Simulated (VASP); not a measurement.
# Nb (P6_3/mmc) in VASP: further runs

Nb is run at these levels: RPBE; tasks: single point.

All numbers are computed with VASP 6.6.1; they aren't measurements. Logs are shortened: lines on timing, memory, paths and dates and some standing lists are left out, and cuts for length are marked.

### 1 The cell of the first run

The structure is hexagonal, space group P6_3/mmc (No. 194). The conventional cell has a = 2.887 Å, b = 2.887 Å, c = 5.271 Å, α = 90.00°, β = 90.00°, γ = 120.00°. Within 3.8 Å of Nb (site symmetry -6m2) lie 12 Nb at 2.89 to 3.12 Å.

### 2 Single point, RPBE

INCAR reads:

```
ALGO = Normal ; EDIFF = 1E-6
ENCUT = 520 ; GGA = RP
ISIF = 2 ; ISMEAR = -1
LASPH = T ; LCHARG = F
LREAL = F ; LWAVE = F
NBANDS = 20 ; NELM = 60
PREC = Accurate ; SIGMA = 0.1
```

KPOINTS reads:

```
k-points
0
Gamma
  14 14 7
```

POSCAR reads:

```
Nb
1.0
    2.8871329072      0.0000000000      0.0000000000
   -1.4435664536      2.5003304417      0.0000000000
    0.0000000000      0.0000000000      5.2711110743
Nb
2
Direct
    0.3333333333      0.6666666667      0.2500000000
    0.6666666667      0.3333333333      0.7500000000
```

Potentials or basis: VASP PAW PBE potentials, release 64 (Nb_sv).

On the command line:

```console
cat potpaw_PBE.64/Nb_sv/POTCAR > POTCAR
mpirun -np 1 vasp_std > vasp.out
```

OUTCAR:

```text
EDIFF = 1E-6
   ENCUT = 520
   GGA = RP
   ISIF = 2
   ISMEAR = -1
   LASPH = T
   LREAL = F
   NELM = 60
   PREC = Accurate

 ion  position               nearest neighbor table
   1  0.333  0.667  0.250-
   2  0.667  0.333  0.750-

  LATTYP: Found a hexagonal cell.
 ALAT       =     2.8871329072
 C/A-ratio  =     1.8257251203

  Lattice vectors:

 A1 = (   2.8871329072,   0.0000000000,   0.0000000000)
 A2 = (  -1.4435664536,   2.5003304417,   0.0000000000)
 A3 = (   0.0000000000,   0.0000000000,   5.2711110743)

Analysis of symmetry for initial positions (statically):
=====================================================================
 Subroutine PRICEL returns:
 Original cell was already a primitive cell.

 Routine SETGRP: Setting up the symmetry group for a
 hexagonal supercell.

 Subroutine GETGRP returns: Found 24 space group operations
 (whereof 12 operations were pure point group operations)
 out of a pool of 24 trial point group operations.

The static configuration has the point symmetry D_3d.
 The point group associated with its full space group is D_6h.

Analysis of symmetry for dynamics (positions and initial velocities):
=====================================================================
 Subroutine PRICEL returns:
 Original cell was already a primitive cell.

 Routine SETGRP: Setting up the symmetry group for a
 hexagonal supercell.

 Subroutine GETGRP returns: Found 24 space group operations
 (whereof 12 operations were pure point group operations)
 out of a pool of 24 trial point group operations.

The dynamic configuration has the point symmetry D_3d.
 The point group associated with its full space group is D_6h.

 Subroutine INISYM returns: Found 24 space group operations
 (whereof 12 operations are pure point group operations),
 and found     1 'primitive' translations

----------------------------------------------------------------------------------------

                                     Primitive cell

  volume of cell :      38.0510

  direct lattice vectors                    reciprocal lattice vectors
     2.887132907  0.000000000  0.000000000     0.346364380  0.199973568  0.000000000
    -1.443566454  2.500330442  0.000000000     0.000000000  0.399947136  0.000000000
     0.000000000  0.000000000  5.271111074     0.000000000  0.000000000  0.189713323

  length of vectors
     2.887132907  2.887132907  5.271111074     0.399947136  0.399947136  0.189713323

  position of ions in fractional coordinates (direct lattice)
     0.333333333  0.666666667  0.250000000
     0.666666667  0.333333333  0.750000000

  ion indices of the primitive-cell ions
   primitive index   ion index
                 1           1
                 2           2

----------------------------------------------------------------------------------------

 KPOINTS: k-points

Automatic generation of k-mesh.
 Grid dimensions read from file:
 generate k-points for:   14   14    7

 Generating k-lattice:

  Cartesian coordinates                     Fractional coordinates (reciprocal lattice)
     0.024740313  0.014283826  0.000000000     0.071428571  0.000000000  0.000000000
     0.000000000  0.028567653  0.000000000     0.000000000  0.071428571  0.000000000
     0.000000000  0.000000000  0.027101903     0.000000000  0.000000000  0.142857143

  Length of vectors
     0.028567653  0.028567653  0.027101903

  Shift w.r.t. Gamma in fractional coordinates (k-lattice)
     0.000000000  0.000000000  0.000000000

 Subroutine IBZKPT returns following result:
 ===========================================

 Found     96 irreducible k-points:

 Following reciprocal coordinates:
            Coordinates               Weight
  0.000000  0.000000  0.000000      1.000000
  0.071429  0.000000  0.000000      6.000000
  0.142857  0.000000  0.000000      6.000000
  0.214286  0.000000  0.000000      6.000000
  0.285714  0.000000  0.000000      6.000000
  0.357143  0.000000  0.000000      6.000000
[... 16 lines left out ...]
  0.285714  0.285714  0.000000      6.000000
  0.357143  0.285714  0.000000      6.000000
 [... further k-points ...]
   k-points           NKPTS =     96   k-points in BZ     NKDIM =     96   number of bands    NBANDS=     20
   number of dos      NEDOS =    301   number of ions     NIONS =      2
   total plane-waves  NPLWV =  23040
   dimension x,y,z NGX =    24 NGY =   24 NGZ =   40
   dimension x,y,z NGXF=    48 NGYF=   48 NGZF=   80
   ions per type =               2
   NGX,Y,Z   is equivalent  to a cutoff of  13.82, 13.82, 12.62 a.u.
   NGXF,Y,Z  is equivalent  to a cutoff of  27.64, 27.64, 25.23 a.u.
 SYSTEM =  unknown system
   PREC   = accura    normal or accurate (medium, high low for compatibility)
   ISTART =      0    job   : 0-new  1-cont  2-samecut
   ICHARG =      2    charge: 1-file 2-atom 10-const
   ISPIN  =      1    spin polarized calculation?
   LNONCOLLINEAR =      F non collinear calculations
   LSORBIT =      F    spin-orbit coupling
   LASPH  =      T    aspherical Exc in radial PAW
   ENCUT  =  520.0 eV  38.22 Ry    6.18 a.u.   5.37  5.37  9.80*2*pi/ulx,y,z
   NELM   =     60;   NELMIN=  2; NELMDL= -5     # of ELM steps
   EDIFF  = 0.1E-05   stopping-criterion for ELM
   LREAL  =      F    real-space projection
   EDIFFG = 0.1E-04   stopping-criterion for IOM
   NSW    =      0    number of steps for IOM
   IBRION =     -1    ionic relax: 0-MD 1-quasi-New 2-CG
   NFREE  =      0    steps in history (QN), initial steepest desc. (CG)
   ISIF   =      2    stress and relaxation
   ISYM   =      2    0-nonsym 1-usesym 2-fastsym
   POTIM  = 0.5000    time-step for ionic-motion
   TEBEG  =    0.0;   TEEND  =   0.0 temperature during run
   PSTRESS=    0.0 pullay stress
   NELECT =      26.0000    total number of electrons
   NUPDOWN=      -1.0000    fix difference up-down
   EMIN   =  10.00;   EMAX   =-10.00  energy-range for DOS
   EFERMI =   0.00;   METHOD = LEGACY
   ISMEAR =    -1;   SIGMA  =   0.10  broadening in eV -4-tet -1-fermi 0-gaus
   EFERMI_NEDOS =   21; number of points for ismear=-14 and -15
   IALGO  =     38    algorithm
   IMIX   =      4    mixing-type and parameters
     AMIX     =   0.40;   BMIX     =  1.00
     AMIX_MAG =   1.60;   BMIX_MAG =  1.00
  volume/ion in A,a.u.               =      19.03       128.39
  Fermi-wavevector in a.u.,A,eV,Ry     =   1.441929  2.724850 28.288673  2.079159
  Thomas-Fermi vector in A             =   2.560506
   LORBIT       =      0    0 simple, 1 ext, 2 COOP (PROOUT), +10 PAW based schemes
   GGA     = RP    functional components
   LHFCALC =     F    Hartree Fock is set to
   AEXX    =    0.0000 exact exchange contribution
   IVDW    =     0    specifies the selected vdW correction
   LEPSILON=     F    determine dielectric tensor
   LRPA    =     F    only Hartree local field effects (RPA)
 non-spin polarized calculation
  energy-cutoff  :      520.00
  volume of cell :       38.05
 maximum number of plane-waves:      1051
 NGX is ok and might be reduce to    24
   NGX = 11   NGY = 11   NGZ = 19

 number of electron      26.0000002 magnetization

 Free energy of the ion-electron system (eV)
  ---------------------------------------------------
  ext. energy  EPLUGINS =         0.00000000
  ---------------------------------------------------
  free energy    TOTEN  =       -18.87345078 eV

  energy without entropy =      -18.77869914  energy(sigma->0) =      -18.82607496

 E-fermi :  10.8604     XC(G=0): -12.1350

 val. band max:       10.8532157680   @ k =   0.3571   0.2143   0.1429
 cond. band min:      10.8676122417   @ k =   0.1429   0.0714   0.2857
 fundamental gap:      0.0143964737
 Fermi energy:        10.8604292579

 k-point     1 :       0.0000    0.0000    0.0000
  band No.  band energies     occupation
      1     -43.9320      2.00000
      2     -43.8186      2.00000
      3     -20.3785      2.00000
      4     -19.5182      2.00000
      5     -19.3034      2.00000
      6     -19.3034      2.00000
[... 12 lines left out ...]
     19      15.0184      0.00000
     20      15.0184      0.00000

 k-point     2 :       0.0714    0.0000    0.0000
  band No.  band energies     occupation
      1     -43.9218      2.00000
      2     -43.8107      2.00000
      3     -20.3599      2.00000
      4     -19.5187      2.00000
      5     -19.3663      2.00000
      6     -19.3199      2.00000
[... 12 lines left out ...]
     19      15.0710      0.00000
     20      15.4763      0.00000

 k-point     3 :       0.1429    0.0000    0.0000
  band No.  band energies     occupation
      1     -43.8926      2.00000
      2     -43.7889      2.00000
      3     -20.3064      2.00000
      4     -19.5413      2.00000
      5     -19.5214      2.00000
      6     -19.4645      2.00000
[... 12 lines left out ...]
     19      15.1663      0.00000
     20      16.4590      0.00000

 k-point     4 :       0.2143    0.0000    0.0000
  band No.  band energies     occupation
      1     -43.8497      2.00000
      2     -43.7576      2.00000
      3     -20.2247      2.00000
      4     -19.7906      2.00000
      5     -19.7086      2.00000
      6     -19.5294      2.00000
[... 12 lines left out ...]
     19      15.2278      0.00000
     20      17.5982      0.00000

 k-point     5 :       0.2857    0.0000    0.0000
  band No.  band energies     occupation
      1     -43.8006      2.00000
      2     -43.7238      2.00000
      3     -20.1252      2.00000
      4     -20.0619      2.00000
      5     -19.9695      2.00000
      6     -19.5463      2.00000
[... 12 lines left out ...]
     19      15.2396      0.00000
     20      18.7186      0.00000
[... 353 lines left out ...]
      6     -19.8153      2.00000
[... 12 lines left out ...]
     19      17.5206      0.00000
     20      20.4960      0.00000

 k-point    22 :       0.3571    0.2143    0.0000
  band No.  band energies     occupation
      1     -43.6863      2.00000
      2     -43.6629      2.00000
      3     -20.3562      2.00000
      4     -20.2514      2.00000
      5     -19.8970      2.00000
      6     -19.8356      2.00000
[... 12 lines left out ...]
     19      18.2981      0.00000
     20      19.5030      0.00000

 k-point    23 :       0.2857    0.2857    0.0000
  band No.  band energies     occupation
      1     -43.6830      2.00000
      2     -43.6621      2.00000
      3     -20.2816      2.00000
      4     -20.2048      2.00000
      5     -19.9645      2.00000
      6     -19.8666      2.00000
[... 12 lines left out ...]
     19      18.4187      0.00000
     20      19.5691      0.00000

 k-point    24 :       0.3571    0.2857    0.0000
  band No.  band energies     occupation
      1     -43.6713      2.00000
      2     -43.6621      2.00000
      3     -20.2578      2.00000
      4     -20.1527      2.00000
      5     -20.0582      2.00000
      6     -19.9422      2.00000
[... 12 lines left out ...]
     19      18.8115      0.00000
     20      19.2563      0.00000

 [... further k-points ...]
[... 5 lines left out ...]
  --------------------------------------------------------------------------------------
  -------------------------------------------------------------------------------------
  Total       -0.1089781     -0.1089781     -0.0600654      0.0000000      0.0000000      0.0000000
  in kB       -4.5886327     -4.5886327     -2.5291163      0.0000000      0.0000000      0.0000000
  external PRESSURE =      -3.9021272 kB  Pullay stress =       0.0000000 kB

 VOLUME and BASIS-vectors are now :
 -----------------------------------------------------------------------------
  energy-cutoff  :      520.00
  volume of cell :       38.05
      direct lattice vectors                 reciprocal lattice vectors
     2.887132907  0.000000000  0.000000000     0.346364380  0.199973568  0.000000000
    -1.443566454  2.500330442  0.000000000     0.000000000  0.399947136  0.000000000
     0.000000000  0.000000000  5.271111074     0.000000000  0.000000000  0.189713323

 POSITION                                       TOTAL-FORCE (eV/Angst)
 -----------------------------------------------------------------------------------
     -0.00000      1.66689      1.31778        -0.000000      0.000000      0.000000
      1.44357      0.83344      3.95333         0.000000     -0.000000      0.000000
 -----------------------------------------------------------------------------------
    total drift:                               -0.000000      0.000000     -0.000000

  FREE ENERGIE OF THE ION-ELECTRON SYSTEM (eV)
  ---------------------------------------------------
  free  energy   TOTEN  =       -18.8734507825 eV

  energy  without entropy=      -18.7786991404  energy(sigma->0) =      -18.82607496
```

Run time: 27 s. Hardware: 1 thread of Intel Xeon 6975P-C (Granite Rapids), shared host; peak memory 0.19 GiB.

What came out:

| Property | Result |
| --- | --- |
| Free energy | -18.8735 eV |
| Pressure | -0.4 GPa |
| Band gap on the k mesh | zero (band 13 reaches 12.37 eV, above the bottom of band 14 at 10.30 eV) |

Levels at points of the mesh, in eV from the Fermi level:
| k point | band 11 | band 12 | band 13 | band 14 | band 15 | band 16 |
| --- | --- | --- | --- | --- | --- | --- |
| (0.00, 0.00, 0.00) | -0.93 | 0.33 | 0.33 | 0.37 | 0.76 | 0.76 |
| (0.50, 0.00, 0.00) | -3.14 | -0.50 | 0.22 | 0.37 | 0.74 | 4.33 |

Caveat: the PAW data sets were made with another functional, which shifts forces and pressure a little.

### 3 Single point, RPBE (volume scaled by 1.04)

INCAR reads:

```
PREC = Accurate ; ENCUT = 520
EDIFF = 1E-6 ; ISMEAR = -1
SIGMA = 0.1 ; LREAL = False
LASPH = True ; NELM = 100
ALGO = Normal ; ISIF = 2
LWAVE = False ; LCHARG = False
GGA = RP ; NBANDS = 20
```

KPOINTS reads:

```
regular mesh
0
Gamma
  14 14 7
```

POSCAR reads:

```
Nb
1.0
    2.9251258550      0.0000000000      0.0000000000
   -1.4625629275      2.5332332997      0.0000000000
    0.0000000000      0.0000000000      5.3404757535
Nb
2
Direct
    0.3333333333      0.6666666667      0.2500000000
    0.6666666667      0.3333333333      0.7500000000
```

Potentials or basis: VASP PAW PBE potentials, release 64 (Nb_sv).

On the command line:

```console
cat potpaw_PBE.64/Nb_sv/POTCAR > POTCAR
mpirun -np 1 vasp_std > vasp.out
```

Run time: 27 s. Hardware: 1 thread of Intel Xeon 6975P-C (Granite Rapids), shared host; peak memory 0.19 GiB.

It converged, with:

```
Free energy            : -18.8435 eV
Pressure               : -5.9 GPa
Band gap on the k mesh : zero (band 13 reaches 11.75 eV, above the bottom of band 14 at 9.82 eV)
```

Stress tensor (GPa, compression positive):
```
-6.16  0.00  0.00
 0.00 -6.16  0.00
 0.00  0.00 -5.49
```

Levels at points of the mesh, in eV from the Fermi level:
```tsv
k point	band 10	band 11	band 12	band 13	band 14	band 15	band 16	band 17
(0.00, 0.00, 0.00)	-3.72	-0.86	0.28	0.34	0.34	0.74	0.74	2.42
(0.50, 0.00, 0.00)	-3.11	-2.96	-0.46	0.15	0.35	0.74	4.11	5.05
```

Caveat: the PAW data sets were made with another functional, which shifts forces and pressure a little.

### 4 Single point, RPBE (volume scaled by 1.08)

INCAR reads:

```
ALGO     = Normal         # electronic algorithm
EDIFF    = 1E-6           # SCF threshold, eV
ENCUT    = 520            # plane-wave cutoff, eV
GGA      = RP             # functional
ISIF     = 2              # what is computed and relaxed
ISMEAR   = -1             # smearing method
LASPH    = T              # aspherical terms in the spheres
LCHARG   = F              # write CHGCAR
LREAL    = F              # projectors in reciprocal space
LWAVE    = F              # write WAVECAR
NBANDS   = 20             # bands
NELM     = 80             # most SCF steps
PREC     = Accurate       # precision mode
SIGMA    = 0.1            # smearing width, eV
```

KPOINTS reads:

```
k-points
0
Gamma
  14 14 7
```

POSCAR reads:

```
Nb
1.0
    2.9621566957      0.0000000000      0.0000000000
   -1.4810783479      2.5653029485      0.0000000000
    0.0000000000      0.0000000000      5.4080838896
Nb
2
Direct
    0.3333333333      0.6666666667      0.2500000000
    0.6666666667      0.3333333333      0.7500000000
```

On the command line:

```console
cat potpaw_PBE.64/Nb_sv/POTCAR > POTCAR
mpirun -np 1 vasp_std > vasp.out
```

Wall time 26 s (1 thread of Intel Xeon 6975P-C (Granite Rapids), shared host); peak memory 0.19 GiB.

Results (log left out):

* Free energy: -18.7654 eV
* Pressure: -10.5 GPa
* Band gap on the k mesh: zero (band 13 reaches 11.17 eV, above the bottom of band 14 at 9.37 eV)

Stress tensor (GPa, compression positive):
```
-10.90   0.00   0.00
  0.00 -10.90   0.00
  0.00   0.00  -9.79
```

Levels at points of the mesh, in eV from the Fermi level:
```
           k point  band 9  band 10  band 11  band 12  band 13  band 14  band 15  band 16  band 17  band 18
(0.00, 0.00, 0.00)   -5.96    -3.62    -0.80     0.20     0.35     0.35     0.73     0.73     2.32     2.32
(0.50, 0.00, 0.00)   -3.18    -3.00    -2.80    -0.42     0.10     0.33     0.73     3.92     4.80     4.98
```

Caveat: the PAW data sets were made with another functional, which shifts forces and pressure a little.

### 5 Overview

| cell | gap on the mesh (eV) | pressure (GPa) |
| --- | --- | --- |
| a = 2.887, b = 2.887, c = 5.271 Å, angles 90.0, 90.0, 120.0°, 2 atoms | none | -0.4 |
| a = 2.925, b = 2.925, c = 5.340 Å, angles 90.0, 90.0, 120.0°, 2 atoms | none | -5.9 |
| a = 2.962, b = 2.962, c = 5.408 Å, angles 90.0, 90.0, 120.0°, 2 atoms | none | -10.5 |

Alike in all rows: task single point; level RPBE; potentials or basis VASP PAW PBE potentials, release 64 (Nb_sv); no spin polarisation; k mesh 14 × 14 × 7; cutoff (eV) 520; smearing fermi-dirac 0.1 eV.

Caveats: the PAW data sets were made with another functional, which shifts forces and pressure a little.

Total energies depend on the potentials used, so only differences within one code and one set of settings carry meaning.
